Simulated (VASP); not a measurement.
# Cu in VASP: notebook, part 2 of 2

VASP 6.6.1. The steps go on from the part before.

### Step 4. Single point, LDA

Contents of INCAR:

```
  PREC = Accurate
  ENCUT = 520
  EDIFF = 1E-7
  ISMEAR = -1
  SIGMA = 0.05
  LREAL = False
  LASPH = True
  NELM = 60
  ALGO = Normal
  ISIF = 2
  LWAVE = False
  LCHARG = False
  GGA = CA
  NBANDS = 24
```

Contents of KPOINTS:

```
regular mesh
0
Gamma
  17 17 1
```

Contents of POSCAR:

```
Cu
1.0
    2.4873748555      0.0000000000      0.0000000000
   -1.2436874278      2.1541298136      0.0000000000
    0.0000000000      0.0000000000     20.0619000000
Cu
3
Direct
    0.1666666667      0.3333333333      0.4002530736
    0.5000000000      1.0000000000      0.5000000120
    0.8333333333      0.6666666667      0.5997469141
```

On the command line:

```bash
$ cat potpaw_LDA.64/Cu/POTCAR > POTCAR
$ mpirun -np 1 vasp_std > vasp.out
```

Run time: 52 s. Hardware: 1 thread of Intel Xeon 6975P-C (Granite Rapids), shared host; peak memory 0.21 GiB.

The run converged. Its results:

```
Free energy   : -12.9622 eV
Largest force : 0.036 eV/Å
```

Forces in eV/Å, atoms in the order of the input:
```
Cu   0.000  0.000 -0.036
Cu   0.000  0.000  0.000
Cu   0.000  0.000  0.036
```

Levels at points of the mesh, in eV from the Fermi level:
| k point | band 13 | band 14 | band 15 | band 16 | band 17 | band 18 | band 19 | band 20 | band 21 | band 22 |
| --- | --- | --- | --- | --- | --- | --- | --- | --- | --- | --- |
| (0.00, 0.00, 0.00) | -2.23 | -1.89 | -1.89 | -1.62 | -1.62 | -1.61 | -0.15 | 4.58 | 5.10 | 5.65 |

### Step 5. Relaxation of the atoms, LDA

Contents of INCAR:

```
SYSTEM = Cu
  PREC = Accurate
  ENCUT = 520
  EDIFF = 1E-6
  ISMEAR = -1
  SIGMA = 0.05
  LREAL = .FALSE.
  LASPH = .TRUE.
  NELM = 80
  ALGO = Normal
  ISIF = 2
  LWAVE = .FALSE.
  LCHARG = .FALSE.
  LDIPOL = .TRUE.
  IDIPOL = 3
  DIPOL = 0.5 0.5 0.500
  GGA = CA
  IBRION = 2
  NSW = 32
  EDIFFG = -0.01
```

Contents of KPOINTS:

```
regular mesh
0
G
  17 17 1
  0 0 0
```

POSCAR is that of step 4.

Potentials or basis: VASP PAW LDA potentials, release 64 (Cu).

On the command line:

```bash
$ cat potpaw_LDA.64/Cu/POTCAR > POTCAR
$ mpirun -np 1 vasp_std > vasp.out
```

OUTCAR:

```text
SYSTEM = Cu
   PREC = Accurate
   ENCUT = 520
   EDIFF = 1E-6
   ISMEAR = -1
   LREAL = .FALSE.
   LASPH = .TRUE.
   NELM = 80
   ISIF = 2
   GGA = CA
   IBRION = 2
   NSW = 32
   EDIFFG = -0.01

 ion  position               nearest neighbor table
   1  0.167  0.333  0.400-   2 2.46   2 2.46   2 2.46
   2  0.500  0.000  0.500-   3 2.46   3 2.46   3 2.46   1 2.46   1 2.46   1 2.46
   3  0.833  0.667  0.600-   2 2.46   2 2.46   2 2.46

  LATTYP: Found a hexagonal cell.
 ALAT       =     2.4873748555
 C/A-ratio  =     8.0654911967

  Lattice vectors:

 A1 = (   2.4873748555,   0.0000000000,   0.0000000000)
[... 264 lines left out ...]
  ---------------------------------------------------
  free energy    TOTEN  =       -12.96244599 eV

  energy without entropy =      -12.95679061  energy(sigma->0) =      -12.95961830

 E-fermi :  -1.0174     XC(G=0):  -5.0856

 val. band max:       -1.0885141062   @ k =   0.1176   0.1176   0.0000
 cond. band min:      -1.0096932626   @ k =   0.1765   0.0588   0.0000
 fundamental gap:      0.0788208436
 Fermi energy:        -1.0173553271

 k-point     1 :       0.0000    0.0000    0.0000
  band No.  band energies     occupation
      1     -10.1867      2.00000
      2      -8.0535      2.00000
      3      -6.5921      2.00000
      4      -4.2269      2.00000
      5      -4.2196      2.00000
      6      -4.2196      2.00000
[... 541 lines left out ...]
     19       3.1945      0.00000
     20       6.2272      0.00000

 [... further k-points ...]

------------------------ aborting loop because EDIFF is reached ----------------------------------------

 vacuum level on the upper side and lower side of the slab       (xc-potential included)        -0.078        -0.078

  FORCE on cell =-STRESS in cart. coord.  units (eV):
  Direction    XX          YY          ZZ          XY          YZ          ZX
  --------------------------------------------------------------------------------------
  -------------------------------------------------------------------------------------
  Total       -1.2345028     -1.2345028     -0.0171969      0.0000000      0.0000000      0.0000000
  in kB      -18.3999860    -18.3999860     -0.2563165      0.0000000      0.0000000      0.0000000
  external PRESSURE =     -12.3520961 kB  Pullay stress =       0.0000000 kB
[... 18 lines left out ...]
  FREE ENERGIE OF THE ION-ELECTRON SYSTEM (eV)
  ---------------------------------------------------
  free  energy   TOTEN  =       -12.9624459926 eV

  energy  without entropy=      -12.9567906121  energy(sigma->0) =      -12.95961830

 reached required accuracy - stopping structural energy minimisation

 vacuum level on the upper side and lower side of the slab         4.045         4.045
```

CONTCAR:

```text
Cu
   1.00000000000000
     2.4873748555000001    0.0000000000000000    0.0000000000000000
    -1.2436874278000001    2.1541298136000000    0.0000000000000000
     0.0000000000000000    0.0000000000000000   20.0619000000000014
  Cu
     3
Direct
     0.1666666667000030    0.3333333332999970    0.3999580524205802
     0.5000000000000000    0.0000000000000000    0.5000000120000010
     0.8333333332999970    0.6666666667000030    0.6000419352794206

  0.00000000E+00  0.00000000E+00  0.00000000E+00
  0.00000000E+00  0.00000000E+00  0.00000000E+00
  0.00000000E+00  0.00000000E+00  0.00000000E+00
```

Wall time 3.7 min (1 thread of AMD EPYC 7R13, shared host); peak memory 0.17 GiB.

Results:

| Property | Result |
| --- | --- |
| Free energy | -12.9624 eV |
| Energy gained by relaxing | 0.1 meV/atom |
| Ionic steps | 3 |

The path:
```csv
step,energy change (eV),largest force (eV/Å),pressure (GPa)
1,0.0000,0.0363,-1.12
2,-0.0001,0.0256,-1.10
3,-0.0002,0.0002,-1.24
```

Final structure:
```cif
data_structure
_symmetry_space_group_name_H-M 'P 1'
_symmetry_Int_Tables_number 1
_cell_length_a 2.4874
_cell_length_b 2.4874
_cell_length_c 20.0619
_cell_angle_alpha 90.000
_cell_angle_beta 90.000
_cell_angle_gamma 120.000
_cell_volume 107.49
loop_
_atom_site_label
_atom_site_type_symbol
_atom_site_fract_x
_atom_site_fract_y
_atom_site_fract_z
_atom_site_occupancy
Cu1 Cu 0.16667 0.33333 0.39996 1
Cu2 Cu 0.50000 0.00000 0.50000 1
Cu3 Cu 0.83333 0.66667 0.60004 1
```

Levels at points of the mesh, in eV from the Fermi level:
```csv
k point,band 14,band 15,band 16,band 17,band 18,band 19,band 20
"(0.00, 0.00, 0.00)",-1.88,-1.88,-1.61,-1.61,-1.60,-0.15,4.57
```

### Step 6. Relaxation of the atoms, LDA

Contents of INCAR:

```
PREC = Accurate ; ENCUT = 520
EDIFF = 1E-6 ; ISMEAR = -1
SIGMA = 0.05 ; LREAL = False
LASPH = True ; NELM = 100
ALGO = Normal ; ISIF = 2
LWAVE = False ; LCHARG = False
LDIPOL = True ; IDIPOL = 3
DIPOL = 0.5 0.5 0.500 ; GGA = CA
IBRION = 2 ; NSW = 60
EDIFFG = -0.01
```

Contents of KPOINTS:

```
Automatic mesh
0
Gamma
  17 17 1
```

Contents of POSCAR:

```
Cu
1.0
    2.4873748555      0.0000000000      0.0000000000
   -1.2436874278      2.1541298136      0.0000000000
    0.0000000000      0.0000000000     20.0619000000
Cu
3
Direct
    0.1666666665      0.3333333335      0.3987666640
    0.5000000005      0.9999999995      0.4999999997
    0.8333333335      0.6666666665      0.6012333360
```

Potentials or basis: VASP PAW LDA potentials, release 64 (Cu).

On the command line:

```bash
$ cat potpaw_LDA.64/Cu/POTCAR > POTCAR
$ mpirun -np 1 vasp_std > vasp.out
```

Run time: 2.9 min. Hardware: 1 thread of Intel Xeon Platinum 8375C at 2.90GHz (Ice Lake), shared host; peak memory 0.2 GiB.

It converged, with:

```
Free energy               : -12.9624 eV
Energy gained by relaxing : 1.0 meV/atom
Ionic steps               : 4
```

Forces in eV/Å, atoms in the order of the input:
```
Cu   0.000  0.000 -0.002
Cu   0.000  0.000  0.000
Cu   0.000  0.000  0.002
```

The path:
```csv
step,energy change (eV),largest force (eV/Å),pressure (GPa)
1,0.0000,0.1234,-1.66
2,-0.0013,0.0941,-1.57
3,-0.0030,0.0147,-1.26
4,-0.0030,0.0024,-1.23
```

Final structure:
```
CELL_PARAMETERS angstrom
2.48737 0.00000 0.00000
-1.24369 2.15413 0.00000
0.00000 0.00000 20.06190
ATOMIC_POSITIONS crystal
Cu 0.16667 0.33333 0.39997
Cu 0.50000 0.00000 0.50000
Cu 0.83333 0.66667 0.60003
```

Levels at points of the mesh, in eV from the Fermi level:
```csv
k point,band 15,band 16,band 17,band 18,band 19,band 20
"(0.00, 0.00, 0.00)",-1.88,-1.61,-1.61,-1.60,-0.15,4.59
```

### Step 7. The runs side by side

```csv
task,cell,dipole correction,electric field (eV/Å),gap on the mesh (eV),largest force (eV/Å)
single point,as given,yes,-,none,0.04
single point,as given,yes,0.1,none,0.04
single point,as given,no,-,none,0.04
relaxation of the atoms,atoms relaxed,yes,-,none,-
```

Alike in all rows: level LDA; potentials or basis VASP PAW LDA potentials, release 64 (Cu); no spin polarisation; k mesh 17 × 17 × 1; cutoff (eV) 520; smearing fermi-dirac 0.05 eV.

Every run on the cell as given and a fine mesh finds a metal.

Total energies depend on the potentials used, so only differences within one code and one set of settings carry meaning.
